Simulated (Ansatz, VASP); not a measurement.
# One calculation of SiW, two programs

File INCAR:

```
PREC     = Accurate       # precision mode
ENCUT    = 520            # plane-wave cutoff, eV
EDIFF    = 1E-7           # SCF threshold, eV
ISMEAR   = -1             # smearing method
SIGMA    = 0.08           # smearing width, eV
LREAL    = False          # projectors in reciprocal space
LASPH    = True           # aspherical terms in the spheres
NELM     = 80             # most SCF steps
ALGO     = Normal         # electronic algorithm
ISIF     = 2              # what is computed and relaxed
LWAVE    = False          # write WAVECAR
LCHARG   = False          # write CHGCAR
GGA      = PE             # functional
NBANDS   = 16             # bands
```

KPOINTS

```
Automatic mesh
0
Gamma
  11 11 11
```

The input POSCAR:

```
SiW
1.0
    0.0000000000      2.6957709073      2.6957709073
    2.6957709073      0.0000000000      2.6957709073
    2.6957709073      2.6957709073      0.0000000000
W Si
1 1
Direct
    0.0000000000      0.0000000000      0.0000000000
    0.2500000000      0.2500000000      0.2500000000
```

Input for Ansatz:

```yaml
crystal:
  lattice:
    - [0.0, 2.6957709073, 2.6957709073]
    - [2.6957709073, 0.0, 2.6957709073]
    - [2.6957709073, 2.6957709073, 0.0]
  atoms:
    - { symbol: W, position: [0.0, 0.0, 0.0] }
    - { symbol: Si, position: [0.25, 0.25, 0.25] }
kpoints:
  mp_grid: { grid: [11, 11, 11] }
scf:
  occupations: { method: fermi_dirac, width: 0.08 }
hamiltonian:
  xc: pbe
  pseudopotentials: { kind: all_electron, lapw: { basis_error: 0.001 } }
output:
  forces: true
  stress: true
  eigenvalues: true
  populations: true
```

Change from the starting cell: volume scaled by 0.9, LAPW.

Alike in both runs: task single point; functional PBE; k mesh 11 × 11 × 11; occupations fermi-dirac, width 0.08 eV; no spin polarisation.

```csv
,VASP,Ansatz
version,VASP 6.6.1,Ansatz 0.2.0
potentials or method,"VASP PAW PBE potentials, release 64 (W_sv, Si), cutoff 520 eV","all-electron LAPW, scalar-relativistic"
```

```tsv
	VASP	Ansatz	Ansatz less VASP
pressure (GPa)	14.4	14.2	-0.16
```

Ansatz ran all-electron here, and VASP with PAW potentials.

Spin-orbit coupling is off throughout.
